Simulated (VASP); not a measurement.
# HfC (Fm-3m) in VASP: a series of runs

Runs on HfC. Level: PBEsol. Tasks: single point, relaxation of cell and atoms.

Everything below comes from runs of VASP 6.6.1. Logs are shortened: lines on timing, memory, paths and dates and some standing lists are left out, and cuts for length are marked.

### Step 1. The cell of the first run

It takes space group Fm-3m (No. 225, cubic). The conventional cell has a = 4.698 Å, b = 4.698 Å, c = 4.698 Å, α = 90.00°, β = 90.00°, γ = 90.00°. Within 3.1 Å of Hf (site symmetry m-3m) lie 6 C at 2.35 Å. C (site symmetry m-3m) has 6 Hf at 2.35 Å within 3.1 Å.

### Step 2. Single point, PBEsol (volume scaled by 1.06)

Input file INCAR:

```
SYSTEM = HfC
PREC = Accurate
ENCUT = 520
EDIFF = 1E-6
ISMEAR = 0
SIGMA = 0.1
LREAL = .False.
LASPH = .True.
NELM = 80
ALGO = Normal
ISIF = 2
LWAVE = .False.
LCHARG = .True.
GGA = PS
LELF = .True.
LVHAR = .True.
NBANDS = 14
```

Input file KPOINTS:

```
Automatic mesh
0
Gamma
  16 16 16
  0 0 0
```

Input file POSCAR:

```
HfC
1.0
    0.0000000000      2.3488416719      2.3488416719
    2.3488416719      0.0000000000      2.3488416719
    2.3488416719      2.3488416719      0.0000000000
Hf C
1 1
Direct
    0.5000000000      0.5000000000      0.5000000000
    0.0000000000      0.0000000000      0.0000000000
```

Potentials or basis: VASP PAW PBE potentials, release 64 (Hf_pv, C).

Command:

```console
$ cat potpaw_PBE.64/Hf_pv/POTCAR potpaw_PBE.64/C/POTCAR > POTCAR
$ mpirun -np 1 vasp_std > vasp.out
```

OUTCAR:

```text
SYSTEM = HfC
   PREC = Accurate
   ENCUT = 520
   EDIFF = 1E-6
   ISMEAR = 0
   LREAL = .False.
   LASPH = .True.
   NELM = 80
   ISIF = 2
   GGA = PS

 ion  position               nearest neighbor table
   1  0.500  0.500  0.500-   2 2.35   2 2.35   2 2.35   2 2.35   2 2.35   2 2.35
   2  0.000  0.000  0.000-   1 2.35   1 2.35   1 2.35   1 2.35   1 2.35   1 2.35

  LATTYP: Found a face centered cubic cell.
 ALAT       =     4.6976833438

  Lattice vectors:

 A1 = (   0.0000000000,   2.3488416719,   2.3488416719)
 A2 = (   2.3488416719,   0.0000000000,   2.3488416719)
 A3 = (   2.3488416719,   2.3488416719,   0.0000000000)

Analysis of symmetry for initial positions (statically):
=====================================================================
 Subroutine PRICEL returns:
 Original cell was already a primitive cell.

 Routine SETGRP: Setting up the symmetry group for a
 face centered cubic supercell.

 Subroutine GETGRP returns: Found 48 space group operations
 (whereof 48 operations were pure point group operations)
 out of a pool of 48 trial point group operations.

The static configuration has the point symmetry O_h .

Analysis of symmetry for dynamics (positions and initial velocities):
=====================================================================
 Subroutine PRICEL returns:
 Original cell was already a primitive cell.

 Routine SETGRP: Setting up the symmetry group for a
 face centered cubic supercell.

 Subroutine GETGRP returns: Found 48 space group operations
 (whereof 48 operations were pure point group operations)
 out of a pool of 48 trial point group operations.

The dynamic configuration has the point symmetry O_h .

 Subroutine INISYM returns: Found 48 space group operations
 (whereof 48 operations are pure point group operations),
 and found     1 'primitive' translations

----------------------------------------------------------------------------------------

                                     Primitive cell

  volume of cell :      25.9174

  direct lattice vectors                    reciprocal lattice vectors
     0.000000000  2.348841672  2.348841672    -0.212870883  0.212870883  0.212870883
     2.348841672  0.000000000  2.348841672     0.212870883 -0.212870883  0.212870883
     2.348841672  2.348841672  0.000000000     0.212870883  0.212870883 -0.212870883

  length of vectors
     3.321763748  3.321763748  3.321763748     0.368703184  0.368703184  0.368703184

  position of ions in fractional coordinates (direct lattice)
     0.500000000  0.500000000  0.500000000
     0.000000000  0.000000000  0.000000000

  ion indices of the primitive-cell ions
   primitive index   ion index
                 1           1
                 2           2

----------------------------------------------------------------------------------------

 KPOINTS: Automatic mesh

Automatic generation of k-mesh.
 Grid dimensions read from file:
 generate k-points for:   16   16   16

 Generating k-lattice:

  Cartesian coordinates                     Fractional coordinates (reciprocal lattice)
    -0.013304430  0.013304430  0.013304430     0.062500000  0.000000000  0.000000000
     0.013304430 -0.013304430  0.013304430     0.000000000  0.062500000  0.000000000
     0.013304430  0.013304430 -0.013304430     0.000000000  0.000000000  0.062500000

  Length of vectors
     0.023043949  0.023043949  0.023043949

  Shift w.r.t. Gamma in fractional coordinates (k-lattice)
     0.000000000  0.000000000  0.000000000

 Subroutine IBZKPT returns following result:
 ===========================================

 Found    145 irreducible k-points:

 Following reciprocal coordinates:
            Coordinates               Weight
  0.000000  0.000000  0.000000      1.000000
  0.062500  0.000000  0.000000      8.000000
  0.125000  0.000000  0.000000      8.000000
  0.187500  0.000000  0.000000      8.000000
  0.250000  0.000000  0.000000      8.000000
  0.312500  0.000000  0.000000      8.000000
[... 16 lines left out ...]
 -0.125000  0.062500  0.000000     24.000000
 -0.062500  0.062500  0.000000     12.000000
 [... further k-points ...]
   k-points           NKPTS =    145   k-points in BZ     NKDIM =    145   number of bands    NBANDS=     14
   number of dos      NEDOS =    301   number of ions     NIONS =      2
   total plane-waves  NPLWV =  21952
   dimension x,y,z NGX =    28 NGY =   28 NGZ =   28
   dimension x,y,z NGXF=    56 NGYF=   56 NGZF=   56
   ions per type =               1   1
   NGX,Y,Z   is equivalent  to a cutoff of  14.01, 14.01, 14.01 a.u.
   NGXF,Y,Z  is equivalent  to a cutoff of  28.03, 28.03, 28.03 a.u.
 SYSTEM =  HfC
   PREC   = accura    normal or accurate (medium, high low for compatibility)
   ISTART =      0    job   : 0-new  1-cont  2-samecut
   ICHARG =      2    charge: 1-file 2-atom 10-const
   ISPIN  =      1    spin polarized calculation?
   LNONCOLLINEAR =      F non collinear calculations
   LSORBIT =      F    spin-orbit coupling
   LASPH  =      T    aspherical Exc in radial PAW
   ENCUT  =  520.0 eV  38.22 Ry    6.18 a.u.   6.18  6.18  6.18*2*pi/ulx,y,z
   NELM   =     80;   NELMIN=  2; NELMDL= -5     # of ELM steps
   EDIFF  = 0.1E-05   stopping-criterion for ELM
   LREAL  =      F    real-space projection
   EDIFFG = 0.1E-04   stopping-criterion for IOM
   NSW    =      0    number of steps for IOM
   IBRION =     -1    ionic relax: 0-MD 1-quasi-New 2-CG
   NFREE  =      0    steps in history (QN), initial steepest desc. (CG)
   ISIF   =      2    stress and relaxation
   ISYM   =      2    0-nonsym 1-usesym 2-fastsym
   POTIM  = 0.5000    time-step for ionic-motion
   TEBEG  =    0.0;   TEEND  =   0.0 temperature during run
   PSTRESS=    0.0 pullay stress
   NELECT =      14.0000    total number of electrons
   NUPDOWN=      -1.0000    fix difference up-down
   EMIN   =  10.00;   EMAX   =-10.00  energy-range for DOS
   EFERMI =   0.00;   METHOD = LEGACY
   ISMEAR =     0;   SIGMA  =   0.10  broadening in eV -4-tet -1-fermi 0-gaus
   EFERMI_NEDOS =   21; number of points for ismear=-14 and -15
   IALGO  =     38    algorithm
   IMIX   =      4    mixing-type and parameters
     AMIX     =   0.40;   BMIX     =  1.00
     AMIX_MAG =   1.60;   BMIX_MAG =  1.00
  volume/ion in A,a.u.               =      12.96        87.45
  Fermi-wavevector in a.u.,A,eV,Ry     =   1.333277  2.519528 24.186096  1.777628
  Thomas-Fermi vector in A             =   2.462148
   LORBIT       =      0    0 simple, 1 ext, 2 COOP (PROOUT), +10 PAW based schemes
   GGA     = PS    functional components
   LHFCALC =     F    Hartree Fock is set to
   AEXX    =    0.0000 exact exchange contribution
   IVDW    =     0    specifies the selected vdW correction
   LEPSILON=     F    determine dielectric tensor
   LRPA    =     F    only Hartree local field effects (RPA)
 non-spin polarized calculation
 Gauss-broadening in eV      SIGMA  =   0.10
  energy-cutoff  :      520.00
  volume of cell :       25.92
 maximum number of plane-waves:       725
 NGX is ok and might be reduce to    28
   NGX = 13   NGY = 13   NGZ = 13

 number of electron      14.0000001 magnetization

 Free energy of the ion-electron system (eV)
  ---------------------------------------------------
  ext. energy  EPLUGINS =         0.00000000
  ---------------------------------------------------
  free energy    TOTEN  =       -22.12988447 eV

  energy without entropy =      -22.12775541  energy(sigma->0) =      -22.12881994

 E-fermi :   5.5547     XC(G=0): -12.2708

 val. band max:        5.5229337770   @ k =   0.4375   0.3750   0.0000
 cond. band min:       5.5579012898   @ k =   0.5000   0.4375   0.0000
 fundamental gap:      0.0349675127
 Fermi energy:         5.5547072085

 k-point     1 :       0.0000    0.0000    0.0000
  band No.  band energies     occupation
      1     -24.0759      2.00000
      2     -24.0759      2.00000
      3     -24.0759      2.00000
      4      -6.5591      2.00000
      5       6.5851      0.00000
      6       6.5851      0.00000
      7       6.5851      0.00000
      8       6.9081      0.00000
      9       6.9081      0.00000
     10       6.9081      0.00000
     11       8.8426      0.00000
     12       8.8426      0.00000
     13      12.0450      0.00000
     14      16.4290      0.00000

 k-point     2 :       0.0625    0.0000    0.0000
  band No.  band energies     occupation
      1     -24.1005      2.00000
      2     -24.0783      2.00000
      3     -24.0783      2.00000
      4      -6.4643      2.00000
      5       5.8325      0.00009
      6       6.0746      0.00000
      7       6.0746      0.00000
      8       7.1280      0.00000
      9       7.1280      0.00000
     10       7.4080      0.00000
     11       9.3303      0.00000
     12       9.3303      0.00000
     13      12.2763      0.00000
     14      16.6979      0.00000

 k-point     3 :       0.1250    0.0000    0.0000
  band No.  band energies     occupation
      1     -24.1699      2.00000
      2     -24.0852      2.00000
      3     -24.0852      2.00000
      4      -6.1873      2.00000
      5       4.7850      2.00000
      6       5.2922      1.99979
      7       5.2922      1.99979
      8       7.4525      0.00000
      9       7.4525      0.00000
     10       7.8102      0.00000
     11      10.3697      0.00000
     12      10.3697      0.00000
     13      12.8730      0.00000
     14      17.4433      0.00000
[... 324 lines left out ...]
 k-point    23 :      -0.1250    0.0625    0.0000
  band No.  band energies     occupation
      1     -24.2103      2.00000
      2     -24.1080      2.00000
      3     -24.0824      2.00000
      4      -5.9827      2.00000
      5       4.2301      2.00000
      6       4.7821      2.00000
      7       5.0136      2.00000
      8       7.3406      0.00000
      9       7.9930      0.00000
     10       8.2358      0.00000
     11      10.1358      0.00000
     12      11.4784      0.00000
     13      13.3457      0.00000
     14      17.9652      0.00000

 k-point    24 :      -0.0625    0.0625    0.0000
  band No.  band energies     occupation
      1     -24.1345      2.00000
      2     -24.0922      2.00000
      3     -24.0778      2.00000
      4      -6.3099      2.00000
      5       5.2030      2.00000
      6       5.5179      1.39734
      7       5.6136      0.40498
      8       7.0642      0.00000
      9       7.7083      0.00000
     10       7.7296      0.00000
     11       9.4125      0.00000
     12      10.2977      0.00000
     13      12.6570      0.00000
     14      17.1247      0.00000

 [... further k-points ...]

------------------------ aborting loop because EDIFF is reached ----------------------------------------

  FORCE on cell =-STRESS in cart. coord.  units (eV):
  Direction    XX          YY          ZZ          XY          YZ          ZX
  --------------------------------------------------------------------------------------
  -------------------------------------------------------------------------------------
  Total       -2.1792934     -2.1792934     -2.1792934      0.0000000     -0.0000000      0.0000000
  in kB     -134.7209279   -134.7209279   -134.7209279      0.0000000     -0.0000000      0.0000000
  external PRESSURE =    -134.7209279 kB  Pullay stress =       0.0000000 kB

 VOLUME and BASIS-vectors are now :
 -----------------------------------------------------------------------------
  energy-cutoff  :      520.00
  volume of cell :       25.92
      direct lattice vectors                 reciprocal lattice vectors
     0.000000000  2.348841672  2.348841672    -0.212870883  0.212870883  0.212870883
     2.348841672  0.000000000  2.348841672     0.212870883 -0.212870883  0.212870883
     2.348841672  2.348841672  0.000000000     0.212870883  0.212870883 -0.212870883

 POSITION                                       TOTAL-FORCE (eV/Angst)
 -----------------------------------------------------------------------------------
      2.34884      2.34884      2.34884         0.000000      0.000000      0.000000
      0.00000      0.00000      0.00000        -0.000000     -0.000000     -0.000000
 -----------------------------------------------------------------------------------
    total drift:                                0.000000      0.000000      0.000000

  FREE ENERGIE OF THE ION-ELECTRON SYSTEM (eV)
  ---------------------------------------------------
  free  energy   TOTEN  =       -22.1298844668 eV

  energy  without entropy=      -22.1277554059  energy(sigma->0) =      -22.12881994
```

Wall time 28 s (1 thread of Intel Xeon 6975P-C (Granite Rapids), shared host); peak memory 0.2 GiB.

What came out:

```yaml
Free_energy: -22.1299 eV
Pressure: -13.5 GPa
Band_gap_on_the_k_mesh: zero (band 7 reaches 6.59 eV, above the bottom of band 8 at 5.16 eV)
```

Levels at points of the mesh, in eV from the Fermi level:
| k point | band 4 | band 5 | band 6 | band 7 | band 8 | band 9 | band 10 | band 11 |
| --- | --- | --- | --- | --- | --- | --- | --- | --- |
| (0.00, 0.00, 0.00) | -12.11 | 1.03 | 1.03 | 1.03 | 1.35 | 1.35 | 1.35 | 3.29 |
| (0.50, 0.00, 0.00) | -8.49 | -6.02 | -2.86 | -2.86 | 5.13 | 5.13 | 5.59 | 6.38 |
| (0.50, 0.50, 0.00) | -10.20 | -2.59 | -1.71 | -0.09 | -0.09 | 5.14 | 6.49 | 6.49 |

Caveat: the PAW data sets were made with another functional, which shifts forces and pressure a little; spin-orbit coupling is left out, which moves the levels of the heavy elements.

[end of part 1 of 2]
